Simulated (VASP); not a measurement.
Wanted: the native input for a VASP 6.6.1 run.

* Task: single point
* Functional: LDA
* Potentials or basis: VASP PAW LDA potentials, release 64 (Fe)
* Cutoff: 520 eV
* k mesh: 27 × 27 × 27
* Occupations: fermi-dirac, width 0.1 eV
* Spin: no spin polarisation
* Dipole correction: no
* Further INCAR settings: ALGO = Normal; EDIFF = 1e-06; NBANDS = 10

The structure of Fe lies in POSCAR:

```
Fe
1.0
   -1.4017893727      1.4017893727      1.4017893727
    1.4017893727     -1.4017893727      1.4017893727
    1.4017893727      1.4017893727     -1.4017893727
Fe
1
Direct
    0.0000000000      0.0000000000      0.0000000000
```

This cell differs from its parent crystal: volume scaled by 1.12.

One way to write it, as run:

INCAR

```
SYSTEM = Fe
ALGO = Normal
EDIFF = 1E-6
ENCUT = 520
GGA = CA
ISIF = 2
ISMEAR = -1
LASPH = .TRUE.
LCHARG = .FALSE.
LREAL = .FALSE.
LWAVE = .FALSE.
NBANDS = 10
NELM = 100
PREC = Accurate
SIGMA = 0.1
```

KPOINTS

```
k-points
0
G
  27 27 27
  0 0 0
```

Potentials or basis: VASP PAW LDA potentials, release 64 (Fe).

Command:

```sh
$ cat potpaw_LDA.64/Fe/POTCAR > POTCAR
$ mpirun -np 1 vasp_std > vasp.out
```

It gave:

| Item | Value |
| --- | --- |
| Pressure | -27.9 GPa |
| Band gap on the k mesh | zero (band 4 reaches 6.99 eV, above the bottom of band 5 at 5.06 eV) |

Caveat: the run has no spin polarisation, though such a crystal can be magnetic.

Run time: 35 s on 1 thread of Intel(R) Xeon(R) Platinum 8488C (Sapphire Rapids), on a shared host, peak memory 0.17 GiB.
